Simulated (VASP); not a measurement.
Write the native input for VASP 6.6.1 that does the following.

```yaml
Task: single point
Functional: PBE
Potentials_or_basis: VASP PAW PBE potentials, release 64 (Si)
Cutoff: 400 eV
k_mesh: 4 × 4 × 1
Occupations: methfessel-paxton, width 0.1 eV
Spin: no spin polarisation
Dipole_correction: yes
Further_INCAR_settings: ALGO = Normal; EDIFF = 1e-06; NBANDS = 21; NELMDL = -8
```

The structure of Si lies in POSCAR:

```
Si
1.0
    3.8375533543      0.0000000000      0.0000000000
    1.9187766772      3.3234186932      0.0000000000
    0.0000000000      0.0000000000     19.0500356841
Si
6
Direct
    1.0000000000      0.0000000000      0.3560800311
    0.6666666667      0.6666666667      0.3149600399
    0.3333333333      0.3333333333      0.5205599956
    1.0000000000      0.0000000000      0.4794400044
    0.6666666667      0.6666666667      0.6850399601
    0.3333333333      0.3333333333      0.6439199689
```

One way to write it, as run:

INCAR

```
SYSTEM = Si
PREC     = Accurate       ! precision mode
ENCUT    = 400            ! plane-wave cutoff, eV
EDIFF    = 1E-6           ! SCF threshold, eV
ISMEAR   = 1              ! smearing method
SIGMA    = 0.1            ! smearing width, eV
LREAL    = .False.        ! projectors in reciprocal space
LASPH    = .True.         ! aspherical terms in the spheres
NELM     = 120            ! most SCF steps
ALGO     = Normal         ! electronic algorithm
ISIF     = 2              ! what is computed and relaxed
LWAVE    = .False.        ! write WAVECAR
LCHARG   = .False.        ! write CHGCAR
LDIPOL   = .True.       
IDIPOL   = 3            
DIPOL    = 0.5 0.5 0.500
GGA      = PE             ! functional
NBANDS   = 21             ! bands
GGA_COMPAT= .False.      
NELMDL   = -8
```

KPOINTS

```
Automatic mesh
0
Gamma
  4 4 1
  0 0 0
```

Potentials or basis: VASP PAW PBE potentials, release 64 (Si).

The run is started by

```console
$ cat potpaw_PBE.64/Si/POTCAR > POTCAR
$ mpirun -np 1 vasp_std > vasp.out
```

It gave:

* Largest force: 0.718 eV/Å
* Band gap on the k mesh: 0.09 eV (least direct gap 0.16 eV)

Caveat: the k points lie up to 0.47 Å⁻¹ apart.

It took 27 s on 1 thread of Intel(R) Xeon(R) Platinum 8488C (Sapphire Rapids), with other jobs on the host, peak memory 0.28 GiB.
